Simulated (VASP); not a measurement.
# LiC18 in VASP: single point with PBE

Aim: the single point of LiC18 with PBE.

Everything below comes from runs of VASP 6.6.1. Logs are shortened: lines on timing, memory, paths and dates and some standing lists are left out, and cuts for length are marked.

## (1) The cell of the first run

The cell holds a slab with vacuum, 19 atoms: a = 7.398 Å, b = 7.398 Å, c = 13.000 Å, α = 90.00°, β = 90.00°, γ = 120.00°.

## (2) Single point, PBE, collinear spin, ferromagnetic start

Contents of INCAR:

```
SYSTEM = LiC18
PREC = Accurate
ENCUT = 520
EDIFF = 1E-6
ISMEAR = 0
SIGMA = 0.05
LREAL = Auto
LASPH = .TRUE.
NELM = 150
ALGO = Normal
ISIF = 2
LWAVE = .FALSE.
LCHARG = .FALSE.
ISPIN = 2
MAGMOM = 0 0 0 0 0 0 0 0 0 0 0 0 0 0 0 0 0 0 1
LORBIT = 11
GGA = PE
NBANDS = 56
```

Contents of KPOINTS:

```
regular mesh
0
G
  2 2 1
  0 0 0
```

Contents of POSCAR:

```
LiC18
1.0
    7.3980000000      0.0000000000      0.0000000000
   -3.6990000000      6.4068560000      0.0000000000
    0.0000000000      0.0000000000     13.0000000000
C Li
18 1
Direct
   -0.0059227871     -0.0030976133      0.0778424975
    0.2161696238      0.1079486835      0.0787358955
   -0.0065354265      0.3306609254      0.0787051038
    0.2151985231      0.4407866774      0.0785795840
   -0.0065354304      0.6625305106      0.0787024349
    0.2151985518      0.7741394751      0.0785800177
    0.3263033634     -0.0036515682      0.0785985053
    0.5480382692      0.1079562885      0.0786161223
    0.3263032883      0.3296824424      0.0785968620
    0.5480383623      0.4398089500      0.0786115501
    0.3253167195      0.6625222533      0.0785438140
    0.5474056660      0.7735665376      0.0775345336
    0.6590806847     -0.0030912541      0.0776278732
    0.8824164517      0.1085687320      0.0777782196
    0.6596527939      0.3296898212      0.0785949182
    0.8818623496      0.4407946798      0.0786237585
    0.6590805550      0.6618987364      0.0776215443
    0.8824164574      0.7735746675      0.0777731311
    0.7694135842      0.8845451547      0.2057186344
```

Potentials or basis: VASP PAW PBE potentials, release 64 (C, Li_sv).

Command:

```sh
cat potpaw_PBE.64/C/POTCAR potpaw_PBE.64/Li_sv/POTCAR > POTCAR
mpirun -np 1 vasp_std > vasp.out
```

OUTCAR:

```text
SYSTEM = LiC18
   PREC = Accurate
   ENCUT = 520
   EDIFF = 1E-6
   ISMEAR = 0
   LREAL = Auto
   LASPH = .TRUE.
   NELM = 150
   ISIF = 2
   ISPIN = 2
   LORBIT = 11
   GGA = PE

 ion  position               nearest neighbor table
   1  0.994  0.997  0.078-   2 1.42  14 1.43  18 1.43  19 2.20
   2  0.216  0.108  0.079-   9 1.42   7 1.42   1 1.42
   3  0.993  0.331  0.079-   4 1.42  16 1.42  14 1.42
   4  0.215  0.441  0.079-   3 1.42  11 1.42   9 1.42
   5  0.993  0.663  0.079-   6 1.42  16 1.42  18 1.42
   6  0.215  0.774  0.079-   5 1.42  11 1.42   7 1.42
   7  0.326  0.996  0.079-   2 1.42   8 1.42   6 1.42
   8  0.548  0.108  0.079-  15 1.42   7 1.42  13 1.42
   9  0.326  0.330  0.079-   2 1.42  10 1.42   4 1.42
  10  0.548  0.440  0.079-  15 1.42   9 1.42  17 1.42
  11  0.325  0.663  0.079-   6 1.42   4 1.42  12 1.42
  12  0.547  0.774  0.078-  11 1.42  13 1.43  17 1.43  19 2.19
  13  0.659  0.997  0.078-   8 1.42  14 1.43  12 1.43  19 2.19
  14  0.882  0.109  0.078-   3 1.42   1 1.43  13 1.43  19 2.20
  15  0.660  0.330  0.079-   8 1.42  10 1.42  16 1.42
  16  0.882  0.441  0.079-   5 1.42   3 1.42  15 1.42
  17  0.659  0.662  0.078-  10 1.42  18 1.43  12 1.43  19 2.19
  18  0.882  0.774  0.078-   5 1.42   1 1.43  17 1.43  19 2.20
  19  0.769  0.885  0.206-  12 2.19  17 2.19  13 2.19  18 2.20  14 2.20   1 2.20

  LATTYP: Found a hexagonal cell.
 ALAT       =     7.3980000000
 C/A-ratio  =     1.7572316842

  Lattice vectors:

 A1 = (   7.3980000000,   0.0000000000,   0.0000000000)
 A2 = (  -3.6990000000,   6.4068560000,   0.0000000000)
 A3 = (   0.0000000000,   0.0000000000,  13.0000000000)

Analysis of symmetry for initial positions (statically):
=====================================================================
 Subroutine PRICEL returns:
 Original cell was already a primitive cell.

 Routine SETGRP: Setting up the symmetry group for a
 hexagonal supercell.

 Subroutine GETGRP returns: Found  1 space group operations
 (whereof  1 operations were pure point group operations)
 out of a pool of 24 trial point group operations.

The static configuration has the point symmetry C_1 .

Analysis of symmetry for dynamics (positions and initial velocities):
=====================================================================
 Subroutine PRICEL returns:
 Original cell was already a primitive cell.

 Routine SETGRP: Setting up the symmetry group for a
 hexagonal supercell.

 Subroutine GETGRP returns: Found  1 space group operations
 (whereof  1 operations were pure point group operations)
 out of a pool of 24 trial point group operations.

The dynamic configuration has the point symmetry C_1 .

[... 172 lines left out ...]
  free energy    TOTEN  =      -167.73466305 eV

  energy without entropy =     -167.73466305  energy(sigma->0) =     -167.73466305

 E-fermi :  -0.8023     XC(G=0):  -3.4088

 val. band max:       -1.0879476479   @ k =   0.0000   0.0000   0.0000
 cond. band min:       0.4898480625   @ k =   0.0000   0.0000   0.0000
 fundamental gap:      1.5777957105
 Fermi energy:        -0.8023138020

 spin component 1

 k-point     1 :       0.0000    0.0000    0.0000
  band No.  band energies     occupation
      1     -49.3134      1.00000
      2     -20.5586      1.00000
      3     -18.1388      1.00000
      4     -18.0242      1.00000
      5     -18.0241      1.00000
      6     -17.8464      1.00000
[... 197 lines left out ...]
     48       3.6308      0.00000
     49       3.8189      0.00000
 Fermi energy:        -0.8023138020

 spin component 2

 k-point     1 :       0.0000    0.0000    0.0000
  band No.  band energies     occupation
      1     -49.3134      1.00000
      2     -20.5586      1.00000
      3     -18.1388      1.00000
      4     -18.0242      1.00000
      5     -18.0241      1.00000
      6     -17.8464      1.00000
[... 197 lines left out ...]
     48       3.6243      0.00000
     49       3.8076      0.00000
 [bands above 49 left out]

------------------------ aborting loop because EDIFF is reached ----------------------------------------

  FORCE on cell =-STRESS in cart. coord.  units (eV):
  Direction    XX          YY          ZZ          XY          YZ          ZX
  --------------------------------------------------------------------------------------
  -------------------------------------------------------------------------------------
  Total        5.7902406      5.7958540     -0.1851115     -0.0013443      0.0115410      0.0056643
  in kB       15.0558247     15.0704208     -0.4813282     -0.0034955      0.0300089      0.0147284
  external PRESSURE =       9.8816391 kB  Pullay stress =       0.0000000 kB

 VOLUME and BASIS-vectors are now :
 -----------------------------------------------------------------------------
  energy-cutoff  :      520.00
  volume of cell :      616.17
      direct lattice vectors                 reciprocal lattice vectors
     7.398000000  0.000000000  0.000000000     0.135171668  0.078041398  0.000000000
    -3.699000000  6.406856000  0.000000000     0.000000000  0.156082796  0.000000000
     0.000000000  0.000000000 13.000000000     0.000000000  0.000000000  0.076923077

 POSITION                                       TOTAL-FORCE (eV/Angst)
 -----------------------------------------------------------------------------------
      3.66664      6.38701      1.01195         0.006426      0.002842     -0.002012
      1.19992      0.69161      1.02357         0.000635      0.000560     -0.004886
      6.12654      2.11850      1.02317        -0.005114      0.002577     -0.002121
     -0.03843      2.82406      1.02153         0.000100     -0.001508      0.002161
      4.89895      4.24474      1.02313         0.000095     -0.005349     -0.001092
     -1.27150      4.95980      1.02154        -0.003703      0.000324      0.002599
[... 11 lines left out ...]
      3.66666      4.95618      1.01105         0.000005     -0.000996     -0.002254
      2.42019      5.66715      2.67434         0.009674      0.005450      0.010533
 -----------------------------------------------------------------------------------
    total drift:                               -0.008941     -0.004743     -0.026390

  FREE ENERGIE OF THE ION-ELECTRON SYSTEM (eV)
  ---------------------------------------------------
  free  energy   TOTEN  =      -167.7346630534 eV

  energy  without entropy=     -167.7346630534  energy(sigma->0) =     -167.73466305

 total charge

# of ion       s       p       d       tot
------------------------------------------
    1        0.858   1.798   0.000   2.657
    2        0.861   1.800   0.000   2.660
    3        0.861   1.800   0.000   2.660
    4        0.861   1.797   0.000   2.658
    5        0.861   1.800   0.000   2.660
    6        0.861   1.797   0.000   2.658
[... 11 lines left out ...]
   18        0.858   1.799   0.000   2.657
   19        2.009   0.057   0.000   2.066
--------------------------------------------------
tot         17.490  32.426   0.000  49.916

 magnetization (x)

# of ion       s       p       d       tot
------------------------------------------
    1       -0.000  -0.000   0.000  -0.000
    2       -0.000   0.000   0.000   0.000
    3       -0.000   0.000   0.000   0.000
    4       -0.000  -0.000   0.000  -0.000
    5       -0.000   0.000   0.000   0.000
    6       -0.000   0.000   0.000  -0.000
[... 11 lines left out ...]
   18       -0.000  -0.000   0.000  -0.000
   19        0.000   0.000   0.000   0.000
--------------------------------------------------
tot          0.000   0.000   0.000   0.000
```

Run time: 8.7 min. Hardware: 1 thread of Oxide Virtual Turin-like, shared host; peak memory 0.89 GiB.

What came out:

```
Free energy                                           : -167.7347 eV
Largest force                                         : 0.015 eV/Å
Net moment                                            : 0.00 μB per cell
Valence electrons inside the program's atomic spheres : C 2.66; Li 2.07
```

Forces on the atoms (eV/Å):
```
C    0.006  0.003 -0.002
C    0.001  0.001 -0.005
C   -0.005  0.003 -0.002
C    0.000 -0.002  0.002
C    0.000 -0.005 -0.001
C   -0.004  0.000  0.003
C   -0.004 -0.002 -0.001
C    0.000  0.005  0.003
C   -0.004 -0.003  0.000
C    0.000  0.000  0.004
C   -0.004 -0.003 -0.001
C   -0.003 -0.004  0.006
C   -0.005  0.006 -0.003
C    0.000 -0.001 -0.003
C    0.006  0.006 -0.004
C    0.001  0.000 -0.004
C    0.003 -0.006 -0.002
C    0.000 -0.001 -0.002
Li   0.010  0.005  0.011
```

Caveat: the k points lie up to 0.49 Å⁻¹ apart; the cutoff is under 1.25 times the usual one of these potentials, so pressure, stress and relaxed cells hold a basis-set (Pulay) error.
